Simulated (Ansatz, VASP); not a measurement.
# Zn in VASP and in Ansatz

```
Zn
1.0
    -1.52623    1.52623    1.52623
     1.52623   -1.52623    1.52623
     1.52623    1.52623   -1.52623
Zn
1
Cartesian
  0.0000 0.0000 0.0000
```

Alike in both runs: functional r2SCAN; k mesh 8 × 8 × 8; occupations gaussian, width 0.1 eV; no spin polarisation.

Ansatz relaxed the structure, and its values are those at the end. VASP's run is a single point on that final structure, the one shown.

|  | VASP | Ansatz |
| --- | --- | --- |
| version | VASP 6.6.1 | Ansatz 0.2.0 |
| potentials or method | VASP PAW PBE potentials, release 64 (Zn), cutoff 520 eV | scalar-relativistic, plane waves, PAW |
| valence electrons in the cell | 12 | 12 |

|  | VASP | Ansatz | Ansatz less VASP |
| --- | --- | --- | --- |
| gap on the k mesh at the Fermi level (eV) | none | none | - |
| pressure (GPa) | 0.5 | 0.0 | -0.51 |

VASP's potentials were made for PBE, not for r2SCAN. A gap of «none» marks a metal or a gap that the smearing closes.

The k mesh is coarse, so the values compare programs but aren't converged.
